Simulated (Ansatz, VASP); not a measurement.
C in VASP and in Ansatz

```
CELL_PARAMETERS angstrom
-1.99109 1.99109 1.08376
1.99109 -1.99109 1.08376
1.99109 1.99109 -1.08376
ATOMIC_POSITIONS crystal
C 0.25000 0.75000 0.50000
C 0.50000 0.50000 0.00000
```

Alike in both runs: task single point; functional PBE; k mesh 22 × 22 × 22; occupations gaussian, width 0.1 eV; no spin polarisation.

|  | VASP | Ansatz |
| --- | --- | --- |
| version | VASP 6.6.1 | Ansatz 0.2.0 |
| potentials or method | VASP PAW PBE potentials, release 64 (C), cutoff 520 eV | scalar-relativistic, plane waves, PAW |
| valence electrons in the cell | 8 | 8 |

```csv
,VASP,Ansatz,Ansatz less VASP
gap on the k mesh at the Fermi level (eV),none,none,-
pressure (GPa),-52.4,-52.5,-0.07
"traceless stress, the component that is largest in VASP (GPa)",14.70,14.72,+0.017
```

A gap of «none» marks a metal or a gap that the smearing closes. Both programs put the cell under strong tension, so it lies far from rest at this level. The functional is the same, so the differences come from potentials, cutoffs and numerics.

Noted on VASP's run: the cell as given lies far from equilibrium.
